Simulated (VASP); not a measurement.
Wanted: the native input for a VASP 6.6.1 run.

```yaml
Task: relaxation of cell and atoms
Functional: PBE
Potentials_or_basis: VASP PAW PBE potentials, release 64 (Ba_sv, Er_3, B), 4f in core
Cutoff: 500 eV
k_mesh: 12 × 12 × 6
Occupations: gaussian, width 0.1 eV
Spin: no spin polarisation
Dipole_correction: no
Mended: yes
Further_INCAR_settings: ALGO = Normal; EDIFF = 1e-07; IBRION = 2; EDIFFG = -0.01; NSW = 100; ISIF = 3
```

The structure of BaErB4 lies in POSCAR:

```
BaErB4
1.0
    3.2594231474      0.0000000000      0.0000000000
   -1.6297115737      2.8227432474      0.0000000000
    0.0000000000      0.0000000000      8.6737280463
Ba Er B
1 1 4
Direct
    0.0000000000      0.0000000000      0.0000000000
    0.0000000000      0.0000000000      0.5000000000
    0.6666666667      0.3333333333      0.2865605224
    0.3333333333      0.6666666667      0.2865605224
    0.6666666667      0.3333333333      0.7134394776
    0.3333333333      0.6666666667      0.7134394776
```

The cell was built from a structure type or drawn by symmetry, and may not be a known phase.

The input as run:

INCAR

```
PREC = Accurate
ENCUT = 500
EDIFF = 1E-7
ISMEAR = 0
SIGMA = 0.1
LREAL = F
LASPH = T
NELM = 200
ALGO = Normal
ISIF = 3
LWAVE = F
LCHARG = F
GGA = PE
IBRION = 2
NSW = 100
EDIFFG = -0.01
GGA_COMPAT = F
NELMIN = 4
LMAXMIX = 6
```

KPOINTS

```
regular mesh
0
Gamma
  12 12 6
```

Potentials or basis: VASP PAW PBE potentials, release 64 (Ba_sv, Er_3, B), 4f in core.

The run is started by

```bash
$ cat potpaw_PBE.64/Ba_sv/POTCAR potpaw_PBE.64/Er_3/POTCAR potpaw_PBE.64/B/POTCAR > POTCAR
$ mpirun -np 1 vasp_std > vasp.out
```

Results of the run:

```yaml
Relaxed_volume: 13.62 Å³/atom
Relaxed_cell: a = 3.290 Å, b = 3.290 Å, c = 8.719 Å, α = 90.00°, β = 90.00°, γ = 120.00°
Space_group_after_relaxing_to_0.1_Å: P6/mmm (No. 191)
Energy_gained_by_relaxing: 3.2 meV/atom
Ionic_steps: 6
Pressure_after_relaxing: 0.0 GPa
Largest_force_after_relaxing: 0.009 eV/Å
Band_gap_on_the_k_mesh: zero (an odd number of electrons rules out a gap without spin polarisation)
```

Caveat: spin-orbit coupling is left out, which moves the levels of the heavy elements; the 4f electrons are frozen in the core, so they carry no moment and show no levels.

It took 6.6 min on 1 thread of Intel(R) Xeon(R) Platinum 8259CL CPU @ 2.50GHz (Skylake/Cascade Lake), on a shared host, peak memory 0.28 GiB.
